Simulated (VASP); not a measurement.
Set up this calculation in VASP 6.6.1, as the native input.

```yaml
Task: single point
Functional: r2SCAN
Potentials_or_basis: VASP PAW PBE potentials, release 64 (Bi_d)
Cutoff: 520 eV
k_mesh: 8 × 8 × 8
Occupations: gaussian, width 0.1 eV
Spin: no spin polarisation
Dipole_correction: no
Further_INCAR_settings: ALGO = Normal; EDIFF = 1e-07; NBANDS = 14
```

The system is Bi.

```
Bi
1.0
    -1.89622    1.89622    1.89622
     1.89622   -1.89622    1.89622
     1.89622    1.89622   -1.89622
Bi
1
Cartesian
  0.0000 0.0000 0.0000
```

One way to write it, as run:

POSCAR

```
Bi
1.0
   -1.8962186621      1.8962186621      1.8962186621
    1.8962186621     -1.8962186621      1.8962186621
    1.8962186621      1.8962186621     -1.8962186621
Bi
1
Direct
    0.0000000000      0.0000000000      0.0000000000
```

INCAR.step1

```
PREC     = Accurate       # precision mode
ENCUT    = 520            # plane-wave cutoff, eV
ISMEAR   = 0              # smearing method
SIGMA    = 0.1            # smearing width, eV
LREAL    = False          # projectors in reciprocal space
LASPH    = True           # aspherical terms in the spheres
NELM     = 100            # most SCF steps
NBANDS   = 14             # bands
GGA      = PE             # functional
ALGO     = Normal         # electronic algorithm
EDIFF    = 1E-4           # SCF threshold, eV
LWAVE    = True           # write WAVECAR
LCHARG   = False          # write CHGCAR
```

INCAR.step2

```
PREC     = Accurate       # precision mode
ENCUT    = 520            # plane-wave cutoff, eV
EDIFF    = 1E-7           # SCF threshold, eV
ISMEAR   = 0              # smearing method
SIGMA    = 0.1            # smearing width, eV
LREAL    = False          # projectors in reciprocal space
LASPH    = True           # aspherical terms in the spheres
NELM     = 100            # most SCF steps
ALGO     = Normal         # electronic algorithm
ISIF     = 2              # what is computed and relaxed
LWAVE    = False          # write WAVECAR
LCHARG   = False          # write CHGCAR
METAGGA  = R2SCAN         # meta-GGA
LMIXTAU  = True         
NBANDS   = 14             # bands
ISTART   = 1
```

KPOINTS

```
Automatic mesh
0
Gamma
  8 8 8
```

Potentials or basis: VASP PAW PBE potentials, release 64 (Bi_d).

Command:

```bash
$ cat potpaw_PBE.64/Bi_d/POTCAR > POTCAR
$ cp INCAR.step1 INCAR
$ mpirun -np 1 vasp_std > vasp.out
$ cp INCAR.step2 INCAR
$ mpirun -np 1 vasp_std > vasp.out
```

Results of the run:

```yaml
Pressure: 10.1 GPa
```

Caveat: the PAW data sets were made with another functional, which shifts forces and pressure a little.

It took 16 s on 1 thread of Intel(R) Xeon(R) 6975P-C (Granite Rapids), with other jobs on the host, peak memory 0.14 GiB.
